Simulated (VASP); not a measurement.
# Cr (Im-3m) in VASP: single point with PBE

Aim: the single point of Cr with PBE.

All numbers are computed with VASP 6.6.1; they aren't measurements. Logs are shortened: lines on timing, memory, paths and dates and some standing lists are left out, and cuts for length are marked.

## 1. The cell of the first run

It takes space group Im-3m (No. 229, cubic). Conventional cell: a = 2.848 Å, b = 2.848 Å, c = 2.848 Å, α = 90.00°, β = 90.00°, γ = 90.00°. Within 3.3 Å of Cr (site symmetry m-3m) lie 14 Cr at 2.47 to 2.85 Å.

## 2. Single point, PBE

INCAR reads:

```
SYSTEM = Cr
ALGO = Normal ; EDIFF = 1E-6
ENCUT = 520 ; GGA = PE
ISIF = 2 ; ISMEAR = 0
LASPH = .True. ; LCHARG = .False.
LREAL = .False. ; LWAVE = .False.
NBANDS = 12 ; NELM = 80
PREC = Accurate ; SIGMA = 0.1
```

KPOINTS reads:

```
k-points
0
Gamma
  12 12 24
  0 0 0
```

POSCAR reads:

```
Cr
1.0
    2.8478300082      0.0000000000      0.0000000000
    0.0000000000      2.8478300082      0.0000000000
    1.4239150041     -1.4239150041      1.4239150041
Cr
1
Direct
    0.0000000000      0.0000000000      0.0000000000
```

Potentials or basis: VASP PAW PBE potentials, release 64 (Cr_pv).

On the command line:

```console
$ cat potpaw_PBE.64/Cr_pv/POTCAR > POTCAR
$ mpirun -np 1 vasp_std > vasp.out
```

OUTCAR:

```text
SYSTEM = Cr
   EDIFF = 1E-6
   ENCUT = 520
   GGA = PE
   ISIF = 2
   ISMEAR = 0
   LASPH = .True.
   LREAL = .False.
   NELM = 80
   PREC = Accurate

 ion  position               nearest neighbor table
   1  0.000  0.000  0.000-

  LATTYP: Found a body centered cubic cell.
 ALAT       =     2.8478300082

  Lattice vectors:

 A1 = (  -1.4239150041,   1.4239150041,  -1.4239150041)
 A2 = (  -1.4239150041,  -1.4239150041,   1.4239150041)
 A3 = (   1.4239150041,   1.4239150041,   1.4239150041)

Analysis of symmetry for initial positions (statically):
=====================================================================
 Subroutine PRICEL returns:
 Original cell was already a primitive cell.

 Routine SETGRP: Setting up the symmetry group for a
 body centered cubic supercell.

 Subroutine GETGRP returns: Found 48 space group operations
 (whereof 48 operations were pure point group operations)
 out of a pool of 48 trial point group operations.

The static configuration has the point symmetry O_h .

Analysis of symmetry for dynamics (positions and initial velocities):
=====================================================================
 Subroutine PRICEL returns:
 Original cell was already a primitive cell.

 Routine SETGRP: Setting up the symmetry group for a
 body centered cubic supercell.

 Subroutine GETGRP returns: Found 48 space group operations
 (whereof 48 operations were pure point group operations)
 out of a pool of 48 trial point group operations.

The dynamic configuration has the point symmetry O_h .

 Subroutine INISYM returns: Found 48 space group operations
 (whereof 48 operations are pure point group operations),
 and found     1 'primitive' translations

----------------------------------------------------------------------------------------

                                     Primitive cell

  volume of cell :      11.5481

  direct lattice vectors                    reciprocal lattice vectors
     2.847830008  0.000000000  0.000000000     0.351144555  0.000000000 -0.351144555
     0.000000000  2.847830008  0.000000000     0.000000000  0.351144555  0.351144555
     1.423915004 -1.423915004  1.423915004     0.000000000  0.000000000  0.702289109

  length of vectors
     2.847830008  2.847830008  2.466293133     0.496593392  0.496593392  0.702289109

  position of ions in fractional coordinates (direct lattice)
     0.000000000  0.000000000  0.000000000

  ion indices of the primitive-cell ions
   primitive index   ion index
                 1           1

----------------------------------------------------------------------------------------

 KPOINTS: k-points

Automatic generation of k-mesh.
 Grid dimensions read from file:
 generate k-points for:   12   12   24

 Generating k-lattice:

  Cartesian coordinates                     Fractional coordinates (reciprocal lattice)
     0.029262046  0.000000000 -0.029262046     0.083333333  0.000000000  0.000000000
     0.000000000  0.029262046  0.029262046     0.000000000  0.083333333  0.000000000
     0.000000000  0.000000000  0.029262046     0.000000000  0.000000000  0.041666667

  Length of vectors
     0.041382783  0.041382783  0.029262046

  Shift w.r.t. Gamma in fractional coordinates (k-lattice)
     0.000000000  0.000000000  0.000000000

 Subroutine IBZKPT returns following result:
 ===========================================

 Found    140 irreducible k-points:

 Following reciprocal coordinates:
            Coordinates               Weight
  0.000000  0.000000  0.000000      1.000000
  0.083333  0.000000  0.000000     12.000000
  0.166667  0.000000  0.000000     12.000000
  0.250000  0.000000  0.000000     12.000000
  0.333333  0.000000  0.000000     12.000000
  0.416667  0.000000  0.000000     12.000000
[... 16 lines left out ...]
  0.333333  0.000000  0.041667     24.000000
  0.416667  0.000000  0.041667     24.000000
 [... further k-points ...]
   k-points           NKPTS =    140   k-points in BZ     NKDIM =    140   number of bands    NBANDS=     12
   number of dos      NEDOS =    301   number of ions     NIONS =      1
   total plane-waves  NPLWV =  10368
   dimension x,y,z NGX =    24 NGY =   24 NGZ =   18
   dimension x,y,z NGXF=    48 NGYF=   48 NGZF=   36
   ions per type =               1
   NGX,Y,Z   is equivalent  to a cutoff of  14.01, 14.01, 12.13 a.u.
   NGXF,Y,Z  is equivalent  to a cutoff of  28.02, 28.02, 24.27 a.u.
 SYSTEM =  Cr
   PREC   = accura    normal or accurate (medium, high low for compatibility)
   ISTART =      0    job   : 0-new  1-cont  2-samecut
   ICHARG =      2    charge: 1-file 2-atom 10-const
   ISPIN  =      1    spin polarized calculation?
   LNONCOLLINEAR =      F non collinear calculations
   LSORBIT =      F    spin-orbit coupling
   LASPH  =      T    aspherical Exc in radial PAW
   ENCUT  =  520.0 eV  38.22 Ry    6.18 a.u.   5.30  5.30  4.59*2*pi/ulx,y,z
   NELM   =     80;   NELMIN=  2; NELMDL= -5     # of ELM steps
   EDIFF  = 0.1E-05   stopping-criterion for ELM
   LREAL  =      F    real-space projection
   EDIFFG = 0.1E-04   stopping-criterion for IOM
   NSW    =      0    number of steps for IOM
   IBRION =     -1    ionic relax: 0-MD 1-quasi-New 2-CG
   NFREE  =      0    steps in history (QN), initial steepest desc. (CG)
   ISIF   =      2    stress and relaxation
   ISYM   =      2    0-nonsym 1-usesym 2-fastsym
   POTIM  = 0.5000    time-step for ionic-motion
   TEBEG  =    0.0;   TEEND  =   0.0 temperature during run
   PSTRESS=    0.0 pullay stress
   NELECT =      12.0000    total number of electrons
   NUPDOWN=      -1.0000    fix difference up-down
   EMIN   =  10.00;   EMAX   =-10.00  energy-range for DOS
   EFERMI =   0.00;   METHOD = LEGACY
   ISMEAR =     0;   SIGMA  =   0.10  broadening in eV -4-tet -1-fermi 0-gaus
   EFERMI_NEDOS =   21; number of points for ismear=-14 and -15
   IALGO  =     38    algorithm
   IMIX   =      4    mixing-type and parameters
     AMIX     =   0.40;   BMIX     =  1.00
     AMIX_MAG =   1.60;   BMIX_MAG =  1.00
  volume/ion in A,a.u.               =      11.55        77.93
  Fermi-wavevector in a.u.,A,eV,Ry     =   1.658178  3.133502 37.409963  2.749555
  Thomas-Fermi vector in A             =   2.745804
   LORBIT       =      0    0 simple, 1 ext, 2 COOP (PROOUT), +10 PAW based schemes
   GGA     = PE    functional components
   LHFCALC =     F    Hartree Fock is set to
   AEXX    =    0.0000 exact exchange contribution
   IVDW    =     0    specifies the selected vdW correction
   LEPSILON=     F    determine dielectric tensor
   LRPA    =     F    only Hartree local field effects (RPA)
 non-spin polarized calculation
 Gauss-broadening in eV      SIGMA  =   0.10
  energy-cutoff  :      520.00
  volume of cell :       11.55
 maximum number of plane-waves:       323
 NGX is ok and might be reduce to    24
   NGX = 11   NGY = 11   NGZ =  9

 number of electron      11.9999997 magnetization

 Free energy of the ion-electron system (eV)
  ---------------------------------------------------
  ext. energy  EPLUGINS =         0.00000000
  ---------------------------------------------------
  free energy    TOTEN  =        -9.51832703 eV

  energy without entropy =       -9.51502006  energy(sigma->0) =       -9.51667355

 E-fermi :  11.0247     XC(G=0): -13.6749

 val. band max:       10.9735969154   @ k =   0.0000   0.0000   0.2917
 cond. band min:      11.0268376105   @ k =  -0.4167   0.0000   0.2500
 fundamental gap:      0.0532406952
 Fermi energy:        11.0247134739

 k-point     1 :       0.0000    0.0000    0.0000
  band No.  band energies     occupation
      1     -31.7487      2.00000
      2     -31.7487      2.00000
      3     -31.7487      2.00000
      4       3.1181      2.00000
      5      10.0656      2.00000
      6      10.0656      2.00000
      7      10.0656      2.00000
      8      12.1200      0.00000
      9      12.1200      0.00000
     10      18.0859      0.00000
     11      33.2800      0.00000
     12      33.2800      0.00000

 k-point     2 :       0.0833    0.0000    0.0000
  band No.  band energies     occupation
      1     -31.8128      2.00000
      2     -31.7683      2.00000
      3     -31.7490      2.00000
      4       3.4212      2.00000
      5       9.9491      2.00000
      6      10.0430      2.00000
      7      10.2710      2.00000
      8      11.9951      0.00000
      9      12.1286      0.00000
     10      18.0858      0.00000
     11      32.5720      0.00000
     12      33.1707      0.00000

 k-point     3 :       0.1667    0.0000    0.0000
  band No.  band energies     occupation
      1     -31.9859      2.00000
      2     -31.8218      2.00000
      3     -31.7501      2.00000
      4       4.2689      2.00000
      5       9.6418      2.00000
      6       9.9178      2.00000
      7      10.8565      1.98265
      8      11.7957      0.00000
      9      12.1618      0.00000
     10      18.0856      0.00000
     11      30.6212      0.00000
     12      32.4437      0.00000

 k-point     4 :       0.2500    0.0000    0.0000
  band No.  band energies     occupation
      1     -32.2174      2.00000
      2     -31.8942      2.00000
      3     -31.7516      2.00000
      4       5.4233      2.00000
      5       9.2453      2.00000
      6       9.7509      2.00000
      7      11.7242      0.00000
      8      11.7913      0.00000
      9      12.2306      0.00000
     10      18.0852      0.00000
     11      27.8073      0.00000
     12      30.9901      0.00000

 k-point     5 :       0.3333    0.0000    0.0000
  band No.  band energies     occupation
      1     -32.4436      2.00000
      2     -31.9660      2.00000
      3     -31.7532      2.00000
      4       6.3165      2.00000
      5       8.8721      2.00000
      6      10.1178      2.00000
      7      11.9559      0.00000
      8      12.3288      0.00000
      9      12.6949      0.00000
     10      18.0842      0.00000
     11      24.7289      0.00000
     12      29.4976      0.00000
[... 228 lines left out ...]
      1     -31.8900      2.00000
      2     -31.7967      2.00000
      3     -31.7627      2.00000
      4       3.8587      2.00000
      5       9.8573      2.00000
      6      10.0077      2.00000
      7      10.5035      2.00000
      8      11.7503      0.00000
      9      12.2266      0.00000
     10      18.0857      0.00000
     11      31.5955      0.00000
     12      33.0757      0.00000

 k-point    22 :       0.2500    0.0000    0.0417
  band No.  band energies     occupation
      1     -32.0981      2.00000
      2     -31.8622      2.00000
      3     -31.7636      2.00000
      4       4.8993      2.00000
      5       9.4961      2.00000
      6       9.8247      2.00000
      7      11.2481      0.00158
      8      11.6051      0.00000
      9      12.2991      0.00000
     10      18.0854      0.00000
     11      29.3102      0.00000
     12      31.7572      0.00000

 k-point    23 :       0.3333    0.0000    0.0417
  band No.  band energies     occupation
      1     -32.3330      2.00000
      2     -31.9370      2.00000
      3     -31.7645      2.00000
      4       6.0082      2.00000
      5       9.1029      2.00000
      6       9.7787      2.00000
      7      11.7344      0.00000
      8      12.1982      0.00000
      9      12.3998      0.00000
     10      18.0849      0.00000
     11      26.3049      0.00000
     12      30.1935      0.00000

 k-point    24 :       0.4167    0.0000    0.0417
  band No.  band energies     occupation
      1     -32.5320      2.00000
      2     -32.0013      2.00000
      3     -31.7653      2.00000
      4       6.5537      2.00000
      5       8.7807      2.00000
      6      10.4551      2.00000
      7      11.9813      0.00000
      8      12.5878      0.00000
      9      13.1265      0.00000
     10      18.0834      0.00000
     11      23.3290      0.00000
     12      28.9197      0.00000

 [... further k-points ...]

------------------------ aborting loop because EDIFF is reached ----------------------------------------

  FORCE on cell =-STRESS in cart. coord.  units (eV):
  Direction    XX          YY          ZZ          XY          YZ          ZX
  --------------------------------------------------------------------------------------
  -------------------------------------------------------------------------------------
  Total       -0.0380505     -0.0380505     -0.0380505      0.0000000      0.0000000     -0.0000000
  in kB       -5.2790799     -5.2790799     -5.2790799      0.0000000      0.0000000     -0.0000000
  external PRESSURE =      -5.2790799 kB  Pullay stress =       0.0000000 kB

 VOLUME and BASIS-vectors are now :
 -----------------------------------------------------------------------------
  energy-cutoff  :      520.00
  volume of cell :       11.55
      direct lattice vectors                 reciprocal lattice vectors
     2.847830008  0.000000000  0.000000000     0.351144555  0.000000000 -0.351144555
     0.000000000  2.847830008  0.000000000     0.000000000  0.351144555  0.351144555
     1.423915004 -1.423915004  1.423915004     0.000000000  0.000000000  0.702289109

 POSITION                                       TOTAL-FORCE (eV/Angst)
 -----------------------------------------------------------------------------------
      0.00000      0.00000      0.00000        -0.000000      0.000000      0.000000
 -----------------------------------------------------------------------------------
    total drift:                                0.000000     -0.000000      0.000000

  FREE ENERGIE OF THE ION-ELECTRON SYSTEM (eV)
  ---------------------------------------------------
  free  energy   TOTEN  =        -9.5183270302 eV

  energy  without entropy=       -9.5150200634  energy(sigma->0) =       -9.51667355
```

Run time: 14 s. Hardware: 1 thread of Intel Xeon 8259CL, shared host; peak memory 0.14 GiB.

Results:

| Item | Value |
| --- | --- |
| Free energy | -9.5183 eV |
| Pressure | -0.5 GPa |
| Band gap on the k mesh | zero (bands 6 and 7 overlap by 3.36 eV) |

Levels at points of the mesh, in eV from the Fermi level:
| k point | band 4 | band 5 | band 6 | band 7 | band 8 | band 9 |
| --- | --- | --- | --- | --- | --- | --- |
| (0.00, 0.00, 0.00) | -7.91 | -0.96 | -0.96 | -0.96 | 1.10 | 1.10 |
| (0.50, 0.00, 0.00) | -4.48 | -2.51 | 1.07 | 1.09 | 1.43 | 2.79 |
| (0.00, 0.00, 0.50) | -4.36 | -4.36 | 2.40 | 2.40 | 2.40 | 7.06 |

Caveat: an empty level that is flat over the whole mesh can mark a ghost state of the potentials, or a narrow d or f band; the run has no spin polarisation, though such a crystal can be magnetic. Spin polarisation is off, so any magnetic state and its effect on volume and gap are missing.
